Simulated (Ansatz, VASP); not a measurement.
**In: VASP beside Ansatz**

```
In
1.0
     5.98133    0.00000    0.00000
     0.00000    5.98133    0.00000
     0.00000    0.00000    5.98133
In
8
Direct
  0.50000 0.50000 0.50000
  0.00000 0.00000 0.00000
  0.25000 0.00000 0.50000
  0.50000 0.25000 0.00000
  0.50000 0.75000 0.00000
  0.75000 0.00000 0.50000
  0.00000 0.50000 0.75000
  0.00000 0.50000 0.25000
```

Alike in both runs: task single point; functional r2SCAN; k mesh 4 × 4 × 4; occupations gaussian, width 0.1 eV; no spin polarisation.

|  | VASP | Ansatz |
| --- | --- | --- |
| version | VASP 6.6.1 | Ansatz 0.2.0 |
| potentials or method | VASP PAW PBE potentials, release 64 (In_d), cutoff 550 eV | scalar-relativistic, plane waves, PAW |
| valence electrons in the cell | 104 | 104 |

```csv
,VASP,Ansatz,Ansatz less VASP
gap on the k mesh at the Fermi level (eV),none,none,-
pressure (GPa),0.4,0.4,-0.03
```

VASP's potentials were made for PBE, not for r2SCAN. A gap of «none» marks a metal or a gap that the smearing closes. The functional is the same, so the differences come from potentials, cutoffs and numerics.
